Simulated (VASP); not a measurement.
# CsSnBr3: relaxation of cell and atoms with PBEsol

Crystal: CsSnBr3.

```
Cs Sn Br
1.0
     5.76882    0.00000    0.00000
     0.00000    5.76882    0.00000
     0.00000    0.00000    5.76882
Cs Sn Br
1 1 3
Direct
  0.00000 0.00000 0.00000
  0.50000 0.50000 0.50000
  0.50000 0.00000 0.50000
  0.50000 0.50000 0.00000
  0.00000 0.50000 0.50000
```

```yaml
Program: VASP 6.6.1
Task: relaxation of cell and atoms
Functional: PBEsol
Potentials_or_basis: VASP PAW PBE potentials, release 64 (Cs_sv, Sn_d, Br)
Cutoff: 600 eV
k_mesh: 6 × 6 × 6
Occupations: gaussian, width 0.03 eV
Spin: no spin polarisation
Further_INCAR_settings: ALGO = Normal; EDIFF = 1e-07; IBRION = 2; EDIFFG = -0.005; NSW = 90; ISIF = 3
```

- Pressure after relaxing: 0.0 GPa
- Band gap on the k mesh: 0.22 eV

Final structure:
```
Cs Sn Br
1.0
     5.76882    0.00000    0.00000
     0.00000    5.76882    0.00000
     0.00000    0.00000    5.76882
Cs Sn Br
1 1 3
Direct
  0.00000 0.00000 0.00000
  0.50000 0.50000 0.50000
  0.50000 0.00000 0.50000
  0.50000 0.50000 0.00000
  0.00000 0.50000 0.50000
```

Levels at points of the mesh, in eV from the valence-band top:
```
           k point  band 19  band 20  band 21  band 22  band 23  band 24  band 25  band 26
(0.00, 0.00, 0.00)    -3.30    -3.14    -3.14    -3.14     1.89     2.92     2.92     3.56
(0.50, 0.00, 0.00)    -3.45    -3.28    -3.28    -2.14     1.30     3.40     4.00     4.04
(0.50, 0.50, 0.00)    -3.58    -3.58    -2.77    -1.05     0.80     0.80     3.80     4.12
(0.50, 0.50, 0.50)    -2.76    -2.76    -2.76     0.00     0.22     0.22     0.22     3.39
```

Run time: 64 s on 2 MPI ranks on Intel(R) Xeon(R) Platinum 8488C (Sapphire Rapids) (shared host), peak memory 0.39 GiB a rank.

Caveat: the relaxation stopped at its first step, so nothing moved; the PAW data sets were made with another functional, which shifts forces and pressure a little; spin-orbit coupling is left out, which moves the levels of the heavy elements. A k mesh can miss the band edges.
